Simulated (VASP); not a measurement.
# Al2GaAs3 (P3m1) in VASP: further runs

The runs below take Al2GaAs3 through single point, relaxation of cell and atoms, with PBE.

All numbers are computed with VASP 6.6.1; they aren't measurements. Logs are shortened: lines on timing, memory, paths and dates and some standing lists are left out, and cuts for length are marked.

## Step 1: The cell of the first run

Symmetry: P3m1, No. 156, trigonal system. Conventional cell: a = 3.854 Å, b = 3.854 Å, c = 9.439 Å, α = 90.00°, β = 90.00°, γ = 120.00°. Al (site symmetry 3m) has 4 As at 2.36 Å within 3.1 Å. Al (site symmetry 3m) has 4 As at 2.36 Å within 3.1 Å. Ga (site symmetry 3m) has 4 As at 2.36 Å within 3.1 Å. Within 3.1 Å of As (site symmetry 3m) lie 3 Ga at 2.36 Å and 1 Al at 2.36 Å. As (site symmetry 3m) has 3 Al at 2.36 Å and 1 Ga at 2.36 Å within 3.1 Å. As (site symmetry 3m) has 4 Al at 2.36 Å within 3.1 Å.

## Step 2: Single point, PBE

Input file INCAR:

```
ALGO = Normal ; EDIFF = 1E-6
ENCUT = 500 ; GGA = PE
GGA_COMPAT = F ; ISIF = 2
ISMEAR = 0 ; LASPH = T
LCHARG = F ; LREAL = F
LWAVE = F ; NBANDS = 26
NELM = 120 ; PREC = Accurate
SIGMA = 0.1
```

Input file KPOINTS:

```
k-points
0
Gamma
  6 6 2
```

Input file POSCAR:

```
Al2GaAs3
1.0
    3.8536268600      0.0000000000      0.0000000000
   -1.9268134300      3.3373387600      0.0000000000
    0.0000000000      0.0000000000      9.4394194800
Al Ga As
2 1 3
Direct
    0.0000000000      0.0000000000      0.0000000000
    0.6666666700      0.3333333300      0.3333333300
    0.3333333300      0.6666666700      0.6666666700
    0.0000000000      0.0000000000      0.7500000000
    0.3333333300      0.6666666700      0.4166666700
    0.6666666700      0.3333333300      0.0833333300
```

Potentials or basis: VASP PAW PBE potentials, release 64 (Al, Ga_d, As).

The run is started by

```console
$ cat potpaw_PBE.64/Al/POTCAR potpaw_PBE.64/Ga_d/POTCAR potpaw_PBE.64/As/POTCAR > POTCAR
$ mpirun -np 1 vasp_std > vasp.out
```

OUTCAR:

```text
EDIFF = 1E-6
   ENCUT = 500
   GGA = PE
   ISIF = 2
   ISMEAR = 0
   LASPH = T
   LREAL = F
   NELM = 120
   PREC = Accurate

 ion  position               nearest neighbor table
   1  0.000  0.000  0.000-   6 2.36   6 2.36   6 2.36   4 2.36
   2  0.667  0.333  0.333-   5 2.36   5 2.36   6 2.36   5 2.36
   3  0.333  0.667  0.667-   4 2.36   4 2.36   4 2.36   5 2.36
   4  0.000  0.000  0.750-   3 2.36   3 2.36   3 2.36   1 2.36
   5  0.333  0.667  0.417-   2 2.36   2 2.36   3 2.36   2 2.36
   6  0.667  0.333  0.083-   1 2.36   1 2.36   1 2.36   2 2.36

  LATTYP: Found a hexagonal cell.
 ALAT       =     3.8536268600
 C/A-ratio  =     2.4494897464

  Lattice vectors:

 A1 = (   3.8536268600,   0.0000000000,   0.0000000000)
 A2 = (  -1.9268134300,   3.3373387600,   0.0000000000)
 A3 = (   0.0000000000,   0.0000000000,   9.4394194800)

Analysis of symmetry for initial positions (statically):
=====================================================================
 Subroutine PRICEL returns:
 Original cell was already a primitive cell.

 Routine SETGRP: Setting up the symmetry group for a
 hexagonal supercell.

 Subroutine GETGRP returns: Found  6 space group operations
 (whereof  6 operations were pure point group operations)
 out of a pool of 24 trial point group operations.

The static configuration has the point symmetry C_3v.

Analysis of symmetry for dynamics (positions and initial velocities):
=====================================================================
 Subroutine PRICEL returns:
 Original cell was already a primitive cell.

 Routine SETGRP: Setting up the symmetry group for a
 hexagonal supercell.

 Subroutine GETGRP returns: Found  6 space group operations
 (whereof  6 operations were pure point group operations)
 out of a pool of 24 trial point group operations.

The dynamic configuration has the point symmetry C_3v.

 Subroutine INISYM returns: Found  6 space group operations
 (whereof  6 operations are pure point group operations),
 and found     1 'primitive' translations

----------------------------------------------------------------------------------------

                                     Primitive cell

  volume of cell :     121.3990

[... 84 lines left out ...]
   NELM   =    120;   NELMIN=  2; NELMDL= -5     # of ELM steps
   EDIFF  = 0.1E-05   stopping-criterion for ELM
   LREAL  =      F    real-space projection
   EDIFFG = 0.1E-04   stopping-criterion for IOM
   NSW    =      0    number of steps for IOM
   IBRION =     -1    ionic relax: 0-MD 1-quasi-New 2-CG
   NFREE  =      0    steps in history (QN), initial steepest desc. (CG)
   ISIF   =      2    stress and relaxation
   ISYM   =      2    0-nonsym 1-usesym 2-fastsym
   POTIM  = 0.5000    time-step for ionic-motion
   TEBEG  =    0.0;   TEEND  =   0.0 temperature during run
   PSTRESS=    0.0 pullay stress
   NELECT =      34.0000    total number of electrons
   NUPDOWN=      -1.0000    fix difference up-down
   EMIN   =  10.00;   EMAX   =-10.00  energy-range for DOS
   EFERMI =   0.00;   METHOD = LEGACY
   ISMEAR =     0;   SIGMA  =   0.10  broadening in eV -4-tet -1-fermi 0-gaus
   EFERMI_NEDOS =   21; number of points for ismear=-14 and -15
   IALGO  =     38    algorithm
   IMIX   =      4    mixing-type and parameters
     AMIX     =   0.40;   BMIX     =  1.00
     AMIX_MAG =   1.60;   BMIX_MAG =  1.00
  volume/ion in A,a.u.               =      20.23       136.54
  Fermi-wavevector in a.u.,A,eV,Ry     =   1.071098  2.024083 15.609310  1.147252
  Thomas-Fermi vector in A             =   2.206829
   LORBIT       =      0    0 simple, 1 ext, 2 COOP (PROOUT), +10 PAW based schemes
   GGA     = PE    functional components
   LHFCALC =     F    Hartree Fock is set to
   AEXX    =    0.0000 exact exchange contribution
   IVDW    =     0    specifies the selected vdW correction
   LEPSILON=     F    determine dielectric tensor
   LRPA    =     F    only Hartree local field effects (RPA)
 non-spin polarized calculation
 Gauss-broadening in eV      SIGMA  =   0.10
  energy-cutoff  :      500.00
  volume of cell :      121.40
 maximum number of plane-waves:      3098
   NGX = 15   NGY = 15   NGZ = 35

 number of electron      33.9999993 magnetization

 Free energy of the ion-electron system (eV)
  ---------------------------------------------------
  ext. energy  EPLUGINS =         0.00000000
  ---------------------------------------------------
  free energy    TOTEN  =       -26.23205704 eV

  energy without entropy =      -26.23205704  energy(sigma->0) =      -26.23205704

 E-fermi :   5.4168     XC(G=0):  -9.6921

 val. band max:        4.9870023325   @ k =   0.0000   0.0000   0.0000
 cond. band min:       6.1521259210   @ k =   0.5000  -0.0000   0.0000
 fundamental gap:      1.1651235885
 Fermi energy:         5.4168037784

 k-point     1 :       0.0000    0.0000    0.0000
  band No.  band energies     occupation
      1      -9.8208      2.00000
      2      -9.7393      2.00000
      3      -9.7393      2.00000
      4      -9.6473      2.00000
      5      -9.6473      2.00000
      6      -7.9689      2.00000
[... 395 lines left out ...]
     25      11.9775      0.00000
     26      12.2856      0.00000

------------------------ aborting loop because EDIFF is reached ----------------------------------------

  FORCE on cell =-STRESS in cart. coord.  units (eV):
  Direction    XX          YY          ZZ          XY          YZ          ZX
  --------------------------------------------------------------------------------------
  -------------------------------------------------------------------------------------
  Total       10.8020951     10.8020951     10.6631573     -0.0000000      0.0000000      0.0000000
  in kB      142.5618555    142.5618558    140.7282091     -0.0000000      0.0000000      0.0000000
  external PRESSURE =     141.9506401 kB  Pullay stress =       0.0000000 kB

 VOLUME and BASIS-vectors are now :
 -----------------------------------------------------------------------------
  energy-cutoff  :      500.00
  volume of cell :      121.40
      direct lattice vectors                 reciprocal lattice vectors
     3.853626860  0.000000000  0.000000000     0.259495804  0.149819972  0.000000000
    -1.926813430  3.337338760  0.000000000     0.000000000  0.299639944  0.000000000
     0.000000000  0.000000000  9.439419480     0.000000000  0.000000000  0.105938718

 POSITION                                       TOTAL-FORCE (eV/Angst)
 -----------------------------------------------------------------------------------
      0.00000      0.00000      0.00000         0.000000      0.000000     -0.002122
      1.92681      1.11245      3.14647         0.000000      0.000000      0.055134
     -0.00000      2.22489      6.29295         0.000000      0.000000     -0.018218
      0.00000      0.00000      7.07956         0.000000      0.000000      0.084381
     -0.00000      2.22489      3.93309        -0.000000     -0.000000     -0.084228
      1.92681      1.11245      0.78662        -0.000000     -0.000000     -0.034947
 -----------------------------------------------------------------------------------
    total drift:                                0.000007     -0.000004     -0.000922

  FREE ENERGIE OF THE ION-ELECTRON SYSTEM (eV)
  ---------------------------------------------------
  free  energy   TOTEN  =       -26.2320570401 eV

  energy  without entropy=      -26.2320570401  energy(sigma->0) =      -26.23205704
```

stdout:

```text
POSCAR found type information on POSCAR AlGaAs
 POSCAR found :  3 types and       6 ions
 scaLAPACK will be used
 LDA part: xc-table for (Slater+PW92), standard interpolation
 POSCAR, INCAR and KPOINTS ok, starting setup
 FFT: planning ... GRIDC
 FFT: planning ... GRID_SOFT
 FFT: planning ... GRID
 WAVECAR not read
 entering main loop
```

Wall time 28 s (1 thread of Intel Xeon 6975P-C (Granite Rapids), shared host); peak memory 0.24 GiB.

What came out:

```
Free energy            : -26.2321 eV
Pressure               : 14.2 GPa
Largest force          : 0.084 eV/Å
Band gap on the k mesh : 1.17 eV (least direct gap 1.81 eV)
```

Forces on the atoms (eV/Å):
```
Al   0.000  0.000 -0.002
Al   0.000  0.000  0.055
Ga   0.000  0.000 -0.018
As   0.000  0.000  0.084
As   0.000  0.000 -0.084
As   0.000  0.000 -0.035
```

Stress tensor (GPa, compression positive):
```
14.26  0.00  0.00
 0.00 14.26  0.00
 0.00  0.00 14.07
```

Levels at points of the mesh, in eV from the valence-band top:
```csv
k point,band 15,band 16,band 17,band 18,band 19,band 20
"(0.00, 0.00, 0.00)",-0.04,0.00,0.00,1.81,2.59,2.79
"(0.50, 0.00, 0.00)",-2.47,-1.67,-1.54,1.17,1.96,2.86
"(0.00, 0.00, 0.50)",-0.52,-0.22,-0.22,1.95,2.87,3.19
"(0.50, 0.00, 0.50)",-2.35,-1.08,-1.07,1.75,1.90,2.17
```

Caveat: the cell stands under pressure. A k mesh can miss the band edges.

## Step 3: Single point, PBE

This run uses another cell than the first one, of 23.53 Å³/atom.

Input file INCAR:

```
SYSTEM = Al2GaAs3
PREC = Accurate
ENCUT = 500
EDIFF = 1E-6
ISMEAR = 0
SIGMA = 0.1
LREAL = .FALSE.
LASPH = .TRUE.
NELM = 120
ALGO = Normal
ISIF = 2
LWAVE = .FALSE.
LCHARG = .FALSE.
GGA = PE
NBANDS = 26
GGA_COMPAT = .FALSE.
```

Input file KPOINTS:

```
Automatic mesh
0
G
  6 6 2
  0 0 0
```

Input file POSCAR:

```
Al2GaAs3
1.0
    4.0553454453      0.0000000000      0.0000000000
   -2.0276727226      3.5120321767      0.0000000000
    0.0000000000      0.0000000000      9.9119899221
Al Ga As
2 1 3
Direct
    0.0000000000      0.0000000000      0.0005446908
    0.6666666667      0.3333333333      0.3335547561
    0.3333333333      0.6666666667      0.6664175365
    0.0000000000      0.0000000000      0.7506960035
    0.3333333333      0.6666666667      0.4156213344
    0.6666666667      0.3333333333      0.0831656787
```

Potentials or basis: VASP PAW PBE potentials, release 64 (Al, Ga_d, As).

The run is started by

```console
$ cat potpaw_PBE.64/Al/POTCAR potpaw_PBE.64/Ga_d/POTCAR potpaw_PBE.64/As/POTCAR > POTCAR
$ mpirun -np 1 vasp_std > vasp.out
```

Wall time 34 s (1 thread of Intel Xeon 6975P-C (Granite Rapids), shared host); peak memory 0.25 GiB.

The run converged. Its results:

```
Free energy            : -27.0168 eV
Pressure               : 0.2 GPa
Largest force          : 0.007 eV/Å
Band gap on the k mesh : 0.96 eV
```

Forces on the atoms (eV/Å):
```
Al   0.000  0.000 -0.005
Al   0.000  0.000 -0.003
Ga   0.000  0.000 -0.001
As   0.000  0.000  0.007
As   0.000  0.000 -0.002
As   0.000  0.000  0.003
```

Levels at points of the mesh, in eV from the valence-band top:
```
           k point  band 13  band 14  band 15  band 16  band 17  band 18  band 19  band 20  band 21  band 22
(0.00, 0.00, 0.00)    -0.71    -0.71    -0.02     0.00     0.00     0.96     1.89     2.03     4.02     4.02
(0.50, 0.00, 0.00)    -2.27    -2.25    -2.14    -1.40    -1.31     1.47     1.98     2.63     2.77     4.50
(0.00, 0.00, 0.50)    -0.95    -0.44    -0.44    -0.18    -0.18     1.38     2.17     2.45     4.43     4.43
(0.50, 0.00, 0.50)    -2.81    -2.03    -1.99    -0.91    -0.91     1.53     1.94     2.14     3.54     3.57
```

(Continued in part 2 of 2.)
